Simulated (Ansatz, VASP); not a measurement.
Si2W3 in VASP and in Ansatz

INCAR

```
SYSTEM = Si2W3
PREC     = Accurate       ! precision mode
ENCUT    = 520            ! plane-wave cutoff, eV
EDIFF    = 1E-6           ! SCF threshold, eV
ISMEAR   = 0              ! smearing method
SIGMA    = 0.15           ! smearing width, eV
LREAL    = .FALSE.        ! projectors in reciprocal space
LASPH    = .TRUE.         ! aspherical terms in the spheres
NELM     = 60             ! most SCF steps
ALGO     = Fast           ! electronic algorithm
ISIF     = 2              ! what is computed and relaxed
LWAVE    = .FALSE.        ! write WAVECAR
LCHARG   = .FALSE.        ! write CHGCAR
GGA      = PS             ! functional
NBANDS   = 61             ! bands
```

Contents of KPOINTS:

```
Automatic mesh
0
G
  6 6 12
  0 0 0
```

File POSCAR:

```
Si2W3
1.0
    6.6482619828      0.0000000000      0.0000000000
    0.0000000000      6.6482619828      0.0000000000
    0.0000000000      0.0000000000      3.2749106405
Si W
4 6
Direct
    0.1340783106      0.6340783106      0.0000000000
    0.8659216894      0.3659216894      0.0000000000
    0.6340783106      0.8659216894      0.0000000000
    0.3659216894      0.1340783106      0.0000000000
    0.5000000000      0.5000000000      0.0000000000
    0.0000000000      0.0000000000      0.0000000000
    0.6598576525      0.1598576525      0.5000000000
    0.3401423475      0.8401423475      0.5000000000
    0.1598576525      0.3401423475      0.5000000000
    0.8401423475      0.6598576525      0.5000000000
```

Input for Ansatz:

```yaml
crystal:
  lattice:
    - [6.6482619828, 0.0, 0.0]
    - [0.0, 6.6482619828, 0.0]
    - [0.0, 0.0, 3.2749106405]
  atoms:
    - { symbol: Si, position: [0.1340783106, 0.6340783106, 0.0] }
    - { symbol: Si, position: [0.8659216894, 0.3659216894, 0.0] }
    - { symbol: Si, position: [0.6340783106, 0.8659216894, 0.0] }
    - { symbol: Si, position: [0.3659216894, 0.1340783106, 0.0] }
    - { symbol: W, position: [0.5, 0.5, 0.0] }
    - { symbol: W, position: [0.0, 0.0, 0.0] }
    - { symbol: W, position: [0.6598576525, 0.1598576525, 0.5] }
    - { symbol: W, position: [0.3401423475, 0.8401423475, 0.5] }
    - { symbol: W, position: [0.1598576525, 0.3401423475, 0.5] }
    - { symbol: W, position: [0.8401423475, 0.6598576525, 0.5] }
basis:
  ecutwfc: 420
kpoints:
  mp_grid: { grid: [6, 6, 12] }
hamiltonian:
  xc: pbesol
scf:
  occupations: { method: gaussian, width: 0.15 }
output:
  forces: true
  stress: true
  eigenvalues: true
```

Change from the starting cell: strain +0.0100 x Voigt [1, 1, 0, 0, 0, 0], atoms carried along.

Alike in both runs: task single point; functional PBEsol; k mesh 6 × 6 × 12; occupations gaussian, width 0.15 eV; no spin polarisation.

|  | VASP | Ansatz |
| --- | --- | --- |
| version | VASP 6.6.1 | Ansatz 0.2.0 |
| potentials or method | VASP PAW PBE potentials, release 64 (Si, W_sv), cutoff 520 eV | scalar-relativistic, plane waves, PAW |
| valence electrons in the cell | 100 | 100 |

```tsv
	VASP	Ansatz	Ansatz less VASP
gap on the k mesh at the Fermi level (eV)	none	none	-
pressure (GPa)	-4.9	-5.3	-0.40
traceless stress, the component that is largest in VASP (GPa)	1.04	1.03	-0.014
rms of the force components (eV/Å)	0.030	0.030	+0.0004
```

VASP's potentials were made for PBE, not for PBEsol. Atom by atom the forces differ by 0.002 eV/Å (rms over components). A gap of «none» marks a metal or a gap that the smearing closes. With one functional, cell and mesh, what is left measures potentials, basis and numerics.

Neither program's run includes spin-orbit coupling.
